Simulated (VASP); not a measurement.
# Ba7Hf8O23 (a cell with a defect) in VASP: single point with PBEsol

Aim: the single point of Ba7Hf8O23 (a cell with a defect) with PBEsol.

All numbers are computed with VASP 6.6.1; they aren't measurements. Logs are shortened: lines on timing, memory, paths and dates and some standing lists are left out, and cuts for length are marked.

### 1 The cell of the first run

The cell holds a defect, 38 atoms: a = 8.315 Å, b = 8.315 Å, c = 8.315 Å, α = 90.00°, β = 90.00°, γ = 90.00°.

### 2 Single point, PBEsol

INCAR reads:

```
SYSTEM = Ba7Hf8O23
PREC = Accurate ; ENCUT = 520
EDIFF = 1E-7 ; ISMEAR = -1
SIGMA = 0.05 ; LREAL = Auto
LASPH = .TRUE. ; NELM = 100
ALGO = Normal ; ISIF = 2
LWAVE = .FALSE. ; LCHARG = .FALSE.
GGA = PS ; NBANDS = 169
ISYM = 0
```

KPOINTS reads:

```
Automatic mesh
0
Gamma
  1 1 1
  0.25 0.25 0.25
```

POSCAR reads:

```
Ba7Hf8O23
1.0
    8.3151870000      0.0000000000      0.0000000000
    0.0000000000      8.3151870000      0.0000000000
    0.0000000000      0.0000000000      8.3151870000
Ba Hf O
7 8 23
Direct
    0.9845220000      0.9853740000      0.9988930000
    0.9933040000      0.9942410000      0.4981800000
    0.9905870000      0.5104210000      0.9990150000
    0.9873270000      0.5088380000      0.4996580000
    0.5095640000      0.9914250000      0.9991860000
    0.5079940000      0.9882240000      0.4993670000
    0.5081700000      0.5091210000      0.9994300000
    0.2495090000      0.2503500000      0.2304540000
    0.2491850000      0.2500920000      0.7679570000
    0.2513320000      0.7469310000      0.2540370000
    0.2511020000      0.7474450000      0.7444780000
    0.7461130000      0.2522470000      0.2540440000
    0.7464700000      0.2519570000      0.7445230000
    0.7456750000      0.7464650000      0.2524440000
    0.7453790000      0.7462850000      0.7459290000
    0.2246800000      0.2255630000      0.9992400000
    0.2516670000      0.7705170000      0.9994370000
    0.2321250000      0.7418600000      0.4992540000
    0.7695740000      0.2525640000      0.9994490000
    0.7409910000      0.2329560000      0.4992770000
    0.7447740000      0.7456540000      0.9993520000
    0.7605350000      0.7614720000      0.4994440000
    0.0085360000      0.2535910000      0.2836480000
    0.0079080000      0.2522850000      0.7165620000
    0.9994720000      0.7532600000      0.2406200000
    0.9994420000      0.7534240000      0.7583410000
    0.4963730000      0.2461030000      0.2347730000
    0.4962110000      0.2457010000      0.7642200000
    0.4990200000      0.7614840000      0.2430680000
    0.4989730000      0.7617290000      0.7557890000
    0.2527480000      0.0093730000      0.2835900000
    0.2514270000      0.0088110000      0.7165020000
    0.2453050000      0.4972360000      0.2346430000
    0.2447560000      0.4971230000      0.7641970000
    0.7524120000      0.0003190000      0.2406010000
    0.7525640000      0.0003380000      0.7583660000
    0.7606600000      0.4998620000      0.2431040000
    0.7608240000      0.4998640000      0.7557190000
```

Potentials or basis: VASP PAW PBE potentials, release 64 (Ba_sv, Hf_pv, O).

On the command line:

```bash
$ cat potpaw_PBE.64/Ba_sv/POTCAR potpaw_PBE.64/Hf_pv/POTCAR potpaw_PBE.64/O/POTCAR > POTCAR
$ mpirun -np 1 vasp_std > vasp.out
```

OUTCAR:

```text
SYSTEM = Ba7Hf8O23
   PREC = Accurate
   ENCUT = 520
   EDIFF = 1E-7
   ISMEAR = -1
   LREAL = Auto
   LASPH = .TRUE.
   NELM = 100
   ISIF = 2
   GGA = PS
   ISYM = 0

 ion  position               nearest neighbor table
   1  0.985  0.985  0.999-  36 2.78  26 2.78  35 2.79  25 2.79  21 2.82  16 2.82  17 2.85  19 2.85
                            24 3.24  32 3.24  31 3.26  23 3.26  15 3.51  14 3.51  11 3.65  13 3.65
   2  0.993  0.994  0.498-  22 2.74  23 2.80  31 2.80  24 2.81  32 2.81  20 2.89  18 2.89  35 2.93
                            25 2.93  36 2.95  26 2.95  14 3.56  15 3.57  12 3.60  10 3.60  13 3.61
   3  0.991  0.510  0.999-  38 2.78  37 2.79  19 2.82  21 2.83  26 2.84  25 2.85  34 2.88  33 2.89
                            17 3.06  16 3.07  24 3.18  23 3.19  15 3.53  14 3.53   9 3.61   8 3.61
   4  0.987  0.509  0.500-  23 2.79  24 2.80  18 2.81  22 2.82  38 2.84  37 2.85  26 2.96  25 2.96
                            34 3.07  20 3.08  33 3.08  15 3.48  14 3.49  13 3.57  12 3.57  11 3.59
   5  0.510  0.991  0.999-  30 2.78  29 2.79  17 2.82  21 2.83  36 2.85  35 2.85  28 2.88  27 2.89
                            19 3.06  16 3.07  32 3.19  31 3.19  15 3.53  14 3.53   8 3.61   9 3.61
   6  0.508  0.988  0.499-  31 2.78  32 2.80  20 2.81  22 2.82  30 2.85  29 2.85  35 2.96  36 2.96
                            28 3.07  27 3.07  18 3.08  15 3.49  14 3.49  11 3.57  10 3.57  13 3.59
   7  0.508  0.509  0.999-  21 2.78  29 2.92  37 2.92  30 2.92  38 2.92  33 2.93  27 2.94  28 2.94
                            34 2.94  17 3.05  19 3.05  16 3.33  14 3.50  15 3.50   8 3.60  10 3.60
   8  0.250  0.250  0.230-  16 1.94  31 2.05  23 2.05  27 2.05  33 2.05   7 3.60   5 3.61   3 3.61
                             1 3.66   2 3.75   6 3.79   4 3.79   9 3.85
   9  0.249  0.250  0.768-  16 1.94  24 2.05  32 2.05  28 2.05  34 2.05   7 3.60   3 3.61   5 3.61
                             1 3.66   2 3.75   4 3.79   6 3.79   8 3.85
  10  0.251  0.747  0.254-  18 2.05  29 2.07  33 2.08  25 2.10  17 2.13  31 2.20   6 3.57   4 3.59
                             7 3.60   2 3.60   3 3.61   5 3.64   1 3.65
  11  0.251  0.747  0.744-  18 2.05  30 2.07  34 2.09  26 2.10  17 2.13  32 2.19   6 3.57   4 3.59
                             7 3.60   2 3.61   3 3.61   5 3.64   1 3.65
[... 14 lines left out ...]
  22  0.761  0.761  0.499-  15 2.06  14 2.06   2 2.74   6 2.82   4 2.82
  23  0.009  0.254  0.284-   8 2.05  12 2.20   4 2.79   2 2.80   3 3.19   1 3.26
  24  0.008  0.252  0.717-   9 2.05  13 2.19   4 2.80   2 2.81   3 3.18   1 3.24
  25  0.999  0.753  0.241-  10 2.10  14 2.11   1 2.79   3 2.85   2 2.93   4 2.96
  26  0.999  0.753  0.758-  11 2.10  15 2.12   1 2.78   3 2.84   2 2.95   4 2.96
  27  0.496  0.246  0.235-   8 2.05  12 2.08   5 2.89   7 2.94   6 3.07
  28  0.496  0.246  0.764-   9 2.05  13 2.09   5 2.88   7 2.94   6 3.07
  29  0.499  0.761  0.243-  14 2.06  10 2.07   5 2.79   6 2.85   7 2.92
  30  0.499  0.762  0.756-  15 2.05  11 2.07   5 2.78   6 2.85   7 2.92
  31  0.253  0.009  0.284-   8 2.05  10 2.20   6 2.78   2 2.80   5 3.19   1 3.26
  32  0.251  0.009  0.717-   9 2.05  11 2.19   6 2.80   2 2.81   5 3.19   1 3.24
  33  0.245  0.497  0.235-   8 2.05  10 2.08   3 2.89   7 2.93   4 3.08
  34  0.245  0.497  0.764-   9 2.05  11 2.09   3 2.88   7 2.94   4 3.07
  35  0.752  0.000  0.241-  12 2.10  14 2.11   1 2.79   5 2.85   2 2.93   6 2.96
  36  0.753  0.000  0.758-  13 2.10  15 2.12   1 2.78   5 2.85   2 2.95   6 2.96
  37  0.761  0.500  0.243-  14 2.06  12 2.06   3 2.79   4 2.85   7 2.92
  38  0.761  0.500  0.756-  15 2.05  13 2.07   3 2.78   4 2.84   7 2.92

IMPORTANT INFORMATION: All symmetrisations will be switched off!
NOSYMM: (Re-)initialisation of all symmetry stuff for point group C_1.

----------------------------------------------------------------------------------------

                                     Primitive cell

  volume of cell :     574.9314

  direct lattice vectors                    reciprocal lattice vectors
     8.315187000  0.000000000  0.000000000     0.120261877  0.000000000  0.000000000
     0.000000000  8.315187000  0.000000000     0.000000000  0.120261877  0.000000000
     0.000000000  0.000000000  8.315187000     0.000000000  0.000000000  0.120261877

  length of vectors
     8.315187000  8.315187000  8.315187000     0.120261877  0.120261877  0.120261877

  position of ions in fractional coordinates (direct lattice)
     0.984522000  0.985374000  0.998893000
     0.993304000  0.994241000  0.498180000
     0.990587000  0.510421000  0.999015000
     0.987327000  0.508838000  0.499658000
     0.509564000  0.991425000  0.999186000
     0.507994000  0.988224000  0.499367000
[... 30 lines left out ...]
     0.760660000  0.499862000  0.243104000
     0.760824000  0.499864000  0.755719000

  ion indices of the primitive-cell ions
   primitive index   ion index
                 1           1
                 2           2
                 3           3
                 4           4
                 5           5
                 6           6
[... 30 lines left out ...]
                37          37
                38          38

----------------------------------------------------------------------------------------

 KPOINTS: Automatic mesh

Automatic generation of k-mesh.
 Grid dimensions read from file:
 generate k-points for:    1    1    1

 Generating k-lattice:

  Cartesian coordinates                     Fractional coordinates (reciprocal lattice)
     0.120261877  0.000000000  0.000000000     1.000000000  0.000000000  0.000000000
     0.000000000  0.120261877  0.000000000     0.000000000  1.000000000  0.000000000
     0.000000000  0.000000000  0.120261877     0.000000000  0.000000000  1.000000000

  Length of vectors
     0.120261877  0.120261877  0.120261877

  Shift w.r.t. Gamma in fractional coordinates (k-lattice)
     0.250000000  0.250000000  0.250000000

 Subroutine IBZKPT returns following result:
 ===========================================

 Found      4 irreducible k-points:

 Following reciprocal coordinates:
            Coordinates               Weight
  0.250000  0.250000  0.250000      2.000000
 -0.250000  0.250000  0.250000      2.000000
 -0.250000 -0.250000  0.250000      2.000000
  0.250000 -0.250000  0.250000      2.000000
   k-points           NKPTS =      4   k-points in BZ     NKDIM =      4   number of bands    NBANDS=    169
   number of dos      NEDOS =    301   number of ions     NIONS =     38
   total plane-waves  NPLWV = 262144
   dimension x,y,z NGX =    64 NGY =   64 NGZ =   64
   dimension x,y,z NGXF=   128 NGYF=  128 NGZF=  128
   ions per type =               7   8  23
   NGX,Y,Z   is equivalent  to a cutoff of  12.80, 12.80, 12.80 a.u.
   NGXF,Y,Z  is equivalent  to a cutoff of  25.59, 25.59, 25.59 a.u.
 SYSTEM =  Ba7Hf8O23
   PREC   = accura    normal or accurate (medium, high low for compatibility)
   ISTART =      0    job   : 0-new  1-cont  2-samecut
   ICHARG =      2    charge: 1-file 2-atom 10-const
   ISPIN  =      1    spin polarized calculation?
   LNONCOLLINEAR =      F non collinear calculations
   LSORBIT =      F    spin-orbit coupling
   LASPH  =      T    aspherical Exc in radial PAW
   ENCUT  =  520.0 eV  38.22 Ry    6.18 a.u.  15.46 15.46 15.46*2*pi/ulx,y,z
   NELM   =    100;   NELMIN=  2; NELMDL= -5     # of ELM steps
   EDIFF  = 0.1E-06   stopping-criterion for ELM
   LREAL  =      T    real-space projection
   EDIFFG = 0.1E-05   stopping-criterion for IOM
   NSW    =      0    number of steps for IOM
   IBRION =     -1    ionic relax: 0-MD 1-quasi-New 2-CG
   NFREE  =      0    steps in history (QN), initial steepest desc. (CG)
   ISIF   =      2    stress and relaxation
   ISYM   =      0    0-nonsym 1-usesym 2-fastsym
   POTIM  = 0.5000    time-step for ionic-motion
   TEBEG  =    0.0;   TEEND  =   0.0 temperature during run
   PSTRESS=    0.0 pullay stress
   NELECT =     288.0000    total number of electrons
   NUPDOWN=      -1.0000    fix difference up-down
   EMIN   =  10.00;   EMAX   =-10.00  energy-range for DOS
   EFERMI =   0.00;   METHOD = LEGACY
   ISMEAR =    -1;   SIGMA  =   0.05  broadening in eV -4-tet -1-fermi 0-gaus
   EFERMI_NEDOS =   21; number of points for ismear=-14 and -15
   IALGO  =     38    algorithm
   IMIX   =      4    mixing-type and parameters
     AMIX     =   0.40;   BMIX     =  1.00
     AMIX_MAG =   1.60;   BMIX_MAG =  1.00
  volume/ion in A,a.u.               =      15.13       102.10
  Fermi-wavevector in a.u.,A,eV,Ry     =   1.300170  2.456966 22.999878  1.690443
  Thomas-Fermi vector in A             =   2.431387
   LORBIT       =      0    0 simple, 1 ext, 2 COOP (PROOUT), +10 PAW based schemes
   GGA     = PS    functional components
   LHFCALC =     F    Hartree Fock is set to
   AEXX    =    0.0000 exact exchange contribution
   IVDW    =     0    specifies the selected vdW correction
   LEPSILON=     F    determine dielectric tensor
   LRPA    =     F    only Hartree local field effects (RPA)
 non-spin polarized calculation
  energy-cutoff  :      520.00
  volume of cell :      574.93
 maximum number of plane-waves:     15468
 NGX is ok and might be reduce to    64
   NGX = 31   NGY = 31   NGZ = 31

 number of electron     288.0000025 magnetization

 Free energy of the ion-electron system (eV)
  ---------------------------------------------------
  ext. energy  EPLUGINS =         0.00000000
  ---------------------------------------------------
  free energy    TOTEN  =      -346.93887975 eV

  energy without entropy =     -346.93887975  energy(sigma->0) =     -346.93887975

 E-fermi :   3.0033     XC(G=0): -10.6949

 val. band max:        1.7478181732   @ k =   0.2500   0.2500   0.2500
 cond. band min:       4.7253180812   @ k =  -0.2500  -0.2500   0.2500
 fundamental gap:      2.9774999079
 Fermi energy:         3.0033385305

 k-point     1 :       0.2500    0.2500    0.2500
  band No.  band energies     occupation
      1     -27.8021      2.00000
      2     -27.6289      2.00000
      3     -27.3137      2.00000
      4     -27.3104      2.00000
      5     -27.3049      2.00000
      6     -27.3026      2.00000
[... 625 lines left out ...]
    155       7.4199      0.00000
    156       7.4894      0.00000
 [bands above 156 left out]

------------------------ aborting loop because EDIFF is reached ----------------------------------------

  FORCE on cell =-STRESS in cart. coord.  units (eV):
  Direction    XX          YY          ZZ          XY          YZ          ZX
  --------------------------------------------------------------------------------------
  -------------------------------------------------------------------------------------
  Total       -7.3524886     -7.3536885     -1.6836960     -0.5689491     -0.0294681     -0.0345850
  in kB      -20.4893830    -20.4927267     -4.6920021     -1.5855061     -0.0821196     -0.0963789
  external PRESSURE =     -15.2247040 kB  Pullay stress =       0.0000000 kB

 VOLUME and BASIS-vectors are now :
 -----------------------------------------------------------------------------
  energy-cutoff  :      520.00
  volume of cell :      574.93
      direct lattice vectors                 reciprocal lattice vectors
     8.315187000  0.000000000  0.000000000     0.120261877  0.000000000  0.000000000
     0.000000000  8.315187000  0.000000000     0.000000000  0.120261877  0.000000000
     0.000000000  0.000000000  8.315187000     0.000000000  0.000000000  0.120261877

 POSITION                                       TOTAL-FORCE (eV/Angst)
 -----------------------------------------------------------------------------------
      8.18648      8.19357      8.30598         0.095997      0.097158     -0.004632
      8.25951      8.26730      4.14246         0.008229      0.006417      0.048843
      8.23692      4.24425      8.30700         0.059806     -0.037728      0.014951
      8.20981      4.23108      4.15475         0.029532     -0.003846     -0.013990
      4.23712      8.24388      8.30842        -0.037773      0.060933      0.007394
      4.22407      8.21727      4.15233        -0.004556      0.027955     -0.003038
[... 30 lines left out ...]
      6.32503      4.15645      2.02146        -0.053052     -0.001006      0.054802
      6.32639      4.15646      6.28394        -0.059331     -0.018289     -0.064621
 -----------------------------------------------------------------------------------
    total drift:                                0.005383      0.003908     -0.004050

  FREE ENERGIE OF THE ION-ELECTRON SYSTEM (eV)
  ---------------------------------------------------
  free  energy   TOTEN  =      -346.9388797510 eV

  energy  without entropy=     -346.9388797509  energy(sigma->0) =     -346.93887975
```

Wall time 27 min (1 thread of AMD EPYC 7R13, shared host); peak memory 0.69 GiB.

Results:

```
Free energy            : -346.9389 eV
Pressure               : -1.5 GPa
Largest force          : 0.137 eV/Å
Band gap on the k mesh : 2.98 eV
```

Forces in eV/Å, atoms in the order of the input:
```
Ba   0.096  0.097 -0.005
Ba   0.008  0.006  0.049
Ba   0.060 -0.038  0.015
Ba   0.030 -0.004 -0.014
Ba  -0.038  0.061  0.007
Ba  -0.005  0.028 -0.003
Ba  -0.046 -0.047 -0.010
Hf  -0.019 -0.012 -0.019
Hf   0.020  0.014  0.068
Hf   0.024  0.017  0.009
Hf   0.004 -0.022  0.004
Hf   0.015  0.018  0.011
Hf  -0.023  0.003  0.001
Hf  -0.013 -0.008 -0.022
Hf   0.030  0.034  0.045
O    0.045  0.044  0.014
O   -0.012 -0.064 -0.001
O    0.065  0.006  0.020
O   -0.062 -0.010  0.001
O    0.007  0.066  0.018
O    0.011  0.010  0.000
O   -0.047 -0.047 -0.022
O    0.012 -0.042 -0.117
O    0.016  0.012  0.071
O    0.002 -0.011  0.035
O   -0.015 -0.030 -0.046
O    0.006  0.020  0.026
O   -0.004  0.015 -0.045
O   -0.002 -0.053  0.058
O   -0.017 -0.060 -0.065
O   -0.042  0.014 -0.119
O    0.010  0.016  0.072
O    0.018  0.005  0.028
O    0.015 -0.002 -0.044
O   -0.007  0.001  0.036
O   -0.028 -0.019 -0.045
O   -0.053 -0.001  0.055
O   -0.059 -0.018 -0.065
```

Caveat: the k points lie up to 0.76 Å⁻¹ apart; the PAW data sets were made with another functional, which shifts forces and pressure a little; spin-orbit coupling is left out, which moves the levels of the heavy elements.
